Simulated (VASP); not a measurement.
# TiO (P-62m) in VASP: notebook

The runs below take TiO through single point, with r2SCAN.

Program: VASP 6.6.1. These are calculated values, not measurements. Logs are shortened: lines on timing, memory, paths and dates and some standing lists are left out, and cuts for length are marked.

## 1. The cell of the first run

The structure is hexagonal, space group P-62m (No. 189). The conventional cell has a = 5.048 Å, b = 5.048 Å, c = 2.788 Å, α = 90.00°, β = 90.00°, γ = 120.00°. Within 2.8 Å of Ti (site symmetry -6) lie 6 O at 2.09 Å and 2 Ti at 2.79 Å. Ti (site symmetry -62m) has 3 O at 1.99 Å within 2.6 Å. Within 2.6 Å of O (site symmetry m2m) lie 5 Ti at 1.99 to 2.09 Å.

## 2. Single point, r2SCAN

The input, POSCAR:

```
TiO
1.0
    5.0483445013      0.0000000000      0.0000000000
   -2.5241722507      4.3719945852      0.0000000000
    0.0000000000      0.0000000000      2.7884927070
Ti O
3 3
Direct
    0.6666666667      0.3333333333      0.5000000000
    0.3333333333      0.6666666667      0.5000000000
    0.0000000000      0.0000000000      0.0000000000
    0.6057670848      0.6057670848      0.0000000000
    0.3942329152      0.0000000000      0.0000000000
    0.0000000000      0.3942329152      0.0000000000
```

The input, INCAR.step1:

```
SYSTEM = TiO
PREC = Accurate ; ENCUT = 520
ISMEAR = 0 ; SIGMA = 0.15
LREAL = .False. ; LASPH = .True.
NELM = 60 ; NBANDS = 36
GGA = PE ; ALGO = Normal
EDIFF = 1E-4 ; LWAVE = .True.
LCHARG = .False.
```

The input, INCAR.step2:

```
SYSTEM = TiO
PREC = Accurate ; ENCUT = 520
EDIFF = 1E-7 ; ISMEAR = 0
SIGMA = 0.15 ; LREAL = .False.
LASPH = .True. ; NELM = 60
ALGO = Normal ; ISIF = 2
LWAVE = .False. ; LCHARG = .False.
METAGGA = R2SCAN ; LMIXTAU = .True.
NBANDS = 36 ; ISTART = 1
```

The input, KPOINTS:

```
regular mesh
0
Gamma
  12 12 18
  0 0 0
```

Potentials or basis: VASP PAW PBE potentials, release 64 (Ti_sv, O).

Launch:

```sh
$ cat potpaw_PBE.64/Ti_sv/POTCAR potpaw_PBE.64/O/POTCAR > POTCAR
$ cp INCAR.step1 INCAR
$ mpirun -np 1 vasp_std > vasp.out
$ cp INCAR.step2 INCAR
$ mpirun -np 1 vasp_std > vasp.out
```

OUTCAR:

```text
SYSTEM = TiO
   PREC = Accurate
   ENCUT = 520
   EDIFF = 1E-7
   ISMEAR = 0
   LREAL = .False.
   LASPH = .True.
   NELM = 60
   ISIF = 2
   METAGGA = R2SCAN
   ISTART = 1

 ion  position               nearest neighbor table
   1  0.667  0.333  0.500-   6 2.09   6 2.09   5 2.09   5 2.09   4 2.09   4 2.09   2 2.91   2 2.91
                             2 2.91
   2  0.333  0.667  0.500-   5 2.09   5 2.09   6 2.09   6 2.09   4 2.09   4 2.09   1 2.91   1 2.91
                             1 2.91
   3  0.000  0.000  0.000-   4 1.99   5 1.99   6 1.99
   4  0.606  0.606  0.000-   3 1.99   2 2.09   2 2.09   1 2.09   1 2.09
   5  0.394  0.000  0.000-   3 1.99   2 2.09   2 2.09   1 2.09   1 2.09
   6  0.000  0.394  0.000-   3 1.99   1 2.09   1 2.09   2 2.09   2 2.09

  LATTYP: Found a hexagonal cell.
 ALAT       =     5.0483445013
 C/A-ratio  =     0.5523578485

  Lattice vectors:

 A1 = (   5.0483445013,   0.0000000000,   0.0000000000)
 A2 = (  -2.5241722507,   4.3719945852,   0.0000000000)
 A3 = (   0.0000000000,   0.0000000000,   2.7884927070)

Analysis of symmetry for initial positions (statically):
=====================================================================
 Subroutine PRICEL returns:
 Original cell was already a primitive cell.

 Routine SETGRP: Setting up the symmetry group for a
 hexagonal supercell.

 Subroutine GETGRP returns: Found 12 space group operations
 (whereof 12 operations were pure point group operations)
 out of a pool of 24 trial point group operations.

The static configuration has the point symmetry D_3h.

Analysis of symmetry for dynamics (positions and initial velocities):
=====================================================================
 Subroutine PRICEL returns:
 Original cell was already a primitive cell.

 Routine SETGRP: Setting up the symmetry group for a
 hexagonal supercell.

 Subroutine GETGRP returns: Found 12 space group operations
 (whereof 12 operations were pure point group operations)
 out of a pool of 24 trial point group operations.

The dynamic configuration has the point symmetry D_3h.

 Subroutine INISYM returns: Found 12 space group operations
 (whereof 12 operations are pure point group operations),
 and found     1 'primitive' translations

----------------------------------------------------------------------------------------

                                     Primitive cell

  volume of cell :      61.5458

  direct lattice vectors                    reciprocal lattice vectors
     5.048344501  0.000000000  0.000000000     0.198084738  0.114364277  0.000000000
    -2.524172251  4.371994585  0.000000000     0.000000000  0.228728554  0.000000000
     0.000000000  0.000000000  2.788492707     0.000000000  0.000000000  0.358616681

  length of vectors
     5.048344501  5.048344501  2.788492707     0.228728554  0.228728554  0.358616681

  position of ions in fractional coordinates (direct lattice)
     0.666666667  0.333333333  0.500000000
     0.333333333  0.666666667  0.500000000
     0.000000000  0.000000000  0.000000000
     0.605767085  0.605767085  0.000000000
     0.394232915  0.000000000  0.000000000
     0.000000000  0.394232915  0.000000000

  ion indices of the primitive-cell ions
   primitive index   ion index
                 1           1
                 2           2
                 3           3
                 4           4
                 5           5
                 6           6

----------------------------------------------------------------------------------------

 KPOINTS: regular mesh

Automatic generation of k-mesh.
 Grid dimensions read from file:
 generate k-points for:   12   12   18

 Generating k-lattice:

  Cartesian coordinates                     Fractional coordinates (reciprocal lattice)
     0.016507062  0.009530356  0.000000000     0.083333333  0.000000000  0.000000000
     0.000000000  0.019060713  0.000000000     0.000000000  0.083333333  0.000000000
     0.000000000  0.000000000  0.019923149     0.000000000  0.000000000  0.055555556

  Length of vectors
     0.019060713  0.019060713  0.019923149

  Shift w.r.t. Gamma in fractional coordinates (k-lattice)
     0.000000000  0.000000000  0.000000000

 Subroutine IBZKPT returns following result:
 ===========================================

 Found    190 irreducible k-points:

 Following reciprocal coordinates:
            Coordinates               Weight
  0.000000  0.000000  0.000000      1.000000
  0.083333 -0.000000  0.000000      6.000000
  0.166667  0.000000  0.000000      6.000000
  0.250000 -0.000000  0.000000      6.000000
  0.333333 -0.000000  0.000000      6.000000
  0.416667  0.000000  0.000000      6.000000
[... 16 lines left out ...]
  0.250000 -0.000000  0.055556     12.000000
  0.333333 -0.000000  0.055556     12.000000
 [... further k-points ...]
   k-points           NKPTS =    190   k-points in BZ     NKDIM =    190   number of bands    NBANDS=     36
   number of dos      NEDOS =    301   number of ions     NIONS =      6
   total plane-waves  NPLWV =  38400
   dimension x,y,z NGX =    40 NGY =   40 NGZ =   24
   dimension x,y,z NGXF=    80 NGYF=   80 NGZF=   48
   ions per type =               3   3
   NGX,Y,Z   is equivalent  to a cutoff of  13.17, 13.17, 14.31 a.u.
   NGXF,Y,Z  is equivalent  to a cutoff of  26.34, 26.34, 28.62 a.u.
 SYSTEM =  TiO
   PREC   = accura    normal or accurate (medium, high low for compatibility)
   ISTART =      1    job   : 0-new  1-cont  2-samecut
   ICHARG =      0    charge: 1-file 2-atom 10-const
   ISPIN  =      1    spin polarized calculation?
   LNONCOLLINEAR =      F non collinear calculations
   LSORBIT =      F    spin-orbit coupling
   LASPH  =      T    aspherical Exc in radial PAW
   ENCUT  =  520.0 eV  38.22 Ry    6.18 a.u.   9.39  9.39  5.18*2*pi/ulx,y,z
   NELM   =     60;   NELMIN=  2; NELMDL=  0     # of ELM steps
   EDIFF  = 0.1E-06   stopping-criterion for ELM
   LREAL  =      F    real-space projection
   EDIFFG = 0.1E-05   stopping-criterion for IOM
   NSW    =      0    number of steps for IOM
   IBRION =     -1    ionic relax: 0-MD 1-quasi-New 2-CG
   NFREE  =      0    steps in history (QN), initial steepest desc. (CG)
   ISIF   =      2    stress and relaxation
   ISYM   =      2    0-nonsym 1-usesym 2-fastsym
   POTIM  = 0.5000    time-step for ionic-motion
   TEBEG  =    0.0;   TEEND  =   0.0 temperature during run
   PSTRESS=    0.0 pullay stress
   NELECT =      54.0000    total number of electrons
   NUPDOWN=      -1.0000    fix difference up-down
   EMIN   =  10.00;   EMAX   =-10.00  energy-range for DOS
   EFERMI =   0.00;   METHOD = LEGACY
   ISMEAR =     0;   SIGMA  =   0.15  broadening in eV -4-tet -1-fermi 0-gaus
   EFERMI_NEDOS =   21; number of points for ismear=-14 and -15
   IALGO  =     38    algorithm
   IMIX   =      4    mixing-type and parameters
     AMIX     =   0.40;   BMIX     =  1.00
     AMIX_MAG =   1.60;   BMIX_MAG =  1.00
  volume/ion in A,a.u.               =      10.26        69.22
  Fermi-wavevector in a.u.,A,eV,Ry     =   1.567256  2.961685 33.419889  2.456293
  Thomas-Fermi vector in A             =   2.669463
   LORBIT       =      0    0 simple, 1 ext, 2 COOP (PROOUT), +10 PAW based schemes
   METAGGA = R2SCAN    functional components
   LHFCALC =     F    Hartree Fock is set to
   AEXX    =    0.0000 exact exchange contribution
   IVDW    =     0    specifies the selected vdW correction
   LEPSILON=     F    determine dielectric tensor
   LRPA    =     F    only Hartree local field effects (RPA)
 non-spin polarized calculation
 Gauss-broadening in eV      SIGMA  =   0.15
  energy-cutoff  :      520.00
  volume of cell :       61.55
 maximum number of plane-waves:      1678
 NGX is ok and might be reduce to    40
   NGX = 19   NGY = 19   NGZ = 11

 number of electron      53.9999995 magnetization

 Free energy of the ion-electron system (eV)
  ---------------------------------------------------
  ext. energy  EPLUGINS =         0.00000000
  ---------------------------------------------------
  free energy    TOTEN  =       -73.58031068 eV

  energy without entropy =      -73.57392666  energy(sigma->0) =      -73.57711867

 E-fermi :  10.8853     XC(G=0): -13.3125

 val. band max:       10.8368330528   @ k =   0.1667   0.0833   0.3889
 cond. band min:      10.8929191199   @ k =   0.2500  -0.0000   0.4444
 fundamental gap:      0.0560860672
 Fermi energy:        10.8852804933

 k-point     1 :       0.0000    0.0000    0.0000
  band No.  band energies     occupation
      1     -49.8776      2.00000
      2     -49.8053      2.00000
      3     -49.2318      2.00000
      4     -25.3177      2.00000
      5     -25.3177      2.00000
      6     -25.0060      2.00000
[... 28 lines left out ...]
     35      12.9033      0.00000
     36      12.9033      0.00000

 k-point     2 :       0.0833   -0.0000    0.0000
  band No.  band energies     occupation
      1     -49.8764      2.00000
      2     -49.8063      2.00000
      3     -49.2319      2.00000
      4     -25.3225      2.00000
      5     -25.3166      2.00000
      6     -25.0023      2.00000
[... 28 lines left out ...]
     35      12.8945      0.00000
     36      12.9211      0.00000

 k-point     3 :       0.1667    0.0000    0.0000
  band No.  band energies     occupation
      1     -49.8731      2.00000
      2     -49.8095      2.00000
      3     -49.2322      2.00000
      4     -25.3350      2.00000
      5     -25.3109      2.00000
      6     -24.9963      2.00000
[... 28 lines left out ...]
     35      12.9722      0.00000
     36      13.1541      0.00000
[... 742 lines left out ...]
 k-point    23 :       0.2500   -0.0000    0.0556
  band No.  band energies     occupation
      1     -49.8656      2.00000
      2     -49.8122      2.00000
      3     -49.2304      2.00000
      4     -25.3448      2.00000
      5     -25.2911      2.00000
      6     -24.9978      2.00000
[... 28 lines left out ...]
     35      12.9868      0.00000
     36      13.2982      0.00000

 k-point    24 :       0.3333   -0.0000    0.0556
  band No.  band energies     occupation
      1     -49.8594      2.00000
      2     -49.8181      2.00000
      3     -49.2307      2.00000
      4     -25.3591      2.00000
      5     -25.2663      2.00000
      6     -25.0205      2.00000
[... 28 lines left out ...]
     35      13.0388      0.00000
     36      13.1655      0.00000

 [... further k-points ...]

------------------------ aborting loop because EDIFF is reached ----------------------------------------

  FORCE on cell =-STRESS in cart. coord.  units (eV):
  Direction    XX          YY          ZZ          XY          YZ          ZX
  --------------------------------------------------------------------------------------
  -------------------------------------------------------------------------------------
  Total       -0.9830480     -0.9830480      3.9874898      0.0000000     -0.0000000      0.0000000
  in kB      -25.5909953    -25.5909953    103.8035136      0.0000000     -0.0000000      0.0000000
  external PRESSURE =      17.5405077 kB  Pullay stress =       0.0000000 kB

 VOLUME and BASIS-vectors are now :
 -----------------------------------------------------------------------------
  energy-cutoff  :      520.00
  volume of cell :       61.55
      direct lattice vectors                 reciprocal lattice vectors
     5.048344501  0.000000000  0.000000000     0.198084738  0.114364277  0.000000000
    -2.524172251  4.371994585  0.000000000     0.000000000  0.228728554  0.000000000
     0.000000000  0.000000000  2.788492707     0.000000000  0.000000000  0.358616681

 POSITION                                       TOTAL-FORCE (eV/Angst)
 -----------------------------------------------------------------------------------
      2.52417      1.45733      1.39425        -0.000000      0.000000      0.000000
     -0.00000      2.91466      1.39425        -0.000000      0.000000      0.000000
      0.00000      0.00000      0.00000        -0.000000      0.000000      0.000000
      1.52906      2.64841      0.00000         0.060606      0.104973      0.000000
      1.99022      0.00000      0.00000        -0.121212      0.000000      0.000000
     -0.99511      1.72358      0.00000         0.060606     -0.104973      0.000000
 -----------------------------------------------------------------------------------
    total drift:                                0.000000      0.000000      0.000001

  FREE ENERGIE OF THE ION-ELECTRON SYSTEM (eV)
  ---------------------------------------------------
  free  energy   TOTEN  =       -73.5803106798 eV

  energy  without entropy=      -73.5739266601  energy(sigma->0) =      -73.57711867
```

Run time: 16 min. Hardware: 1 thread of Intel Xeon 6975P-C (Granite Rapids), shared host; peak memory 0.43 GiB.

Results:

| Item | Value |
| --- | --- |
| Free energy | -73.5803 eV |
| Pressure | 1.8 GPa |
| Largest force | 0.121 eV/Å |
| Band gap on the k mesh | zero (band 27 reaches 11.78 eV, above the bottom of band 28 at 9.94 eV) |

Forces on the atoms (eV/Å):
```
Ti   0.000  0.000  0.000
Ti   0.000  0.000  0.000
Ti   0.000  0.000  0.000
O    0.061  0.105  0.000
O   -0.121  0.000  0.000
O    0.061 -0.105  0.000
```

Caveat: the PAW data sets were made with another functional, which shifts forces and pressure a little; semilocal functionals often make such compounds metallic where correlation or magnetic order opens a gap, which also shifts bond lengths.

(Continued in part 2 of 2.)
